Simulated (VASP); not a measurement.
RbCl: single point with r2SCAN

The system is RbCl.

```
Rb Cl
1.0
     0.00000    3.27233    3.27233
     3.27233    0.00000    3.27233
     3.27233    3.27233    0.00000
Rb Cl
1 1
Direct
  0.00000 0.00000 0.00000
  0.50000 0.50000 0.50000
```

This cell differs from its parent crystal: volume changed by -3%.

- Program: VASP 6.6.1
- Task: single point
- Functional: r2SCAN
- Potentials or basis: VASP PAW PBE potentials, release 64 (Rb_sv, Cl)
- Cutoff: 550 eV
- k mesh: 6 × 6 × 6
- Occupations: gaussian, width 0.01 eV
- Spin: no spin polarisation
- Dipole correction: no
- Further INCAR settings: ALGO = Normal; EDIFF = 1e-06; NBANDS = 15

```yaml
Pressure: 0.6 GPa
Band_gap_on_the_k_mesh: 5.66 eV, direct
```

Levels at points of the mesh, in eV from the valence-band top:
| k point | band 6 | band 7 | band 8 | band 9 | band 10 | band 11 |
| --- | --- | --- | --- | --- | --- | --- |
| (0.00, 0.00, 0.00) | 0.00 | 0.00 | 0.00 | 5.66 | 8.62 | 8.62 |
| (0.50, 0.00, 0.00) | -0.87 | -0.35 | -0.35 | 8.28 | 8.60 | 10.97 |
| (0.50, 0.50, 0.00) | -0.32 | -0.10 | -0.10 | 6.65 | 8.99 | 10.31 |

Wall time 78 s on 1 thread of Intel(R) Xeon(R) Platinum 8259CL CPU @ 2.50GHz (Skylake/Cascade Lake) (shared host), peak memory 0.22 GiB.

Caveat: the PAW data sets were made with another functional, which shifts forces and pressure a little.
